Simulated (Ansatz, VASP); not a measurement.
## NbRu3: VASP beside Ansatz

The input INCAR:

```
PREC = Accurate ; ENCUT = 520
EDIFF = 1E-8 ; ISMEAR = -1
SIGMA = 0.05 ; LREAL = F
LASPH = T ; NELM = 80
ALGO = Normal ; ISIF = 2
LWAVE = F ; LCHARG = F
GGA = CA ; LEFG = T
NBANDS = 36
```

File KPOINTS:

```
regular mesh
0
Gamma
  9 9 9
```

The input POSCAR:

```
NbRu3
1.0
    3.8024000000      0.0000000000      0.0000000000
    0.0000000000      3.8024000000      0.0000000000
    0.0000000000      0.0000000000      3.8800000000
Nb Ru
1 3
Direct
    0.0000000000      0.0000000000      0.0000000000
    0.0000000000      0.5000000000      0.5000000000
    0.5000000000      0.0000000000      0.5000000000
    0.5000000000      0.5000000000      0.0000000000
```

Input for Ansatz:

```yaml
crystal:
  lattice:
    - [3.8024, 0.0, 0.0]
    - [0.0, 3.8024, 0.0]
    - [0.0, 0.0, 3.88]
  atoms:
    - { symbol: Nb, position: [0.0, 0.0, 0.0] }
    - { symbol: Ru, position: [0.0, 0.5, 0.5] }
    - { symbol: Ru, position: [0.5, 0.0, 0.5] }
    - { symbol: Ru, position: [0.5, 0.5, 0.0] }
kpoints:
  mp_grid: { grid: [9, 9, 9] }
scf:
  occupations: { method: fermi_dirac, width: 0.05 }
hamiltonian:
  xc: lda
  pseudopotentials: { kind: paw }
output:
  forces: true
  stress: true
  eigenvalues: true
  efg: { contact_densities: true }
```

Change from the starting cell: equal xx and yy strain of -2 %, PAW files.

Alike in both runs: task electric field gradients; functional LDA; k mesh 9 × 9 × 9; occupations fermi-dirac, width 0.05 eV; no spin polarisation.

|  | VASP | Ansatz |
| --- | --- | --- |
| version | VASP 6.6.1 | Ansatz 0.2.0 |
| potentials or method | VASP PAW LDA potentials, release 64 (Nb_sv, Ru_pv) | PAW with Ansatz's default frozen-core files, scalar-relativistic |
| plane-wave cutoff (eV) | 520 | 420 |
| valence electrons in the cell | 55 | 61 |

|  | VASP | Ansatz | Ansatz less VASP |
| --- | --- | --- | --- |
| pressure (GPa) | 0.6 | 0.0 | -0.62 |
| traceless stress, the component that is largest in VASP (GPa) | -2.60 | -2.59 | +0.011 |
| size of Vzz on the site where it differs most (V/Å²) | 28.0 | 19.2 | -8.77 |

LDA's correlation is that of Perdew and Zunger in VASP and of Perdew and Wang (1992) in Ansatz. VASP's potentials hold 55 valence electrons a cell and Ansatz's 61, so a difference there can come from the potentials and not from the codes.
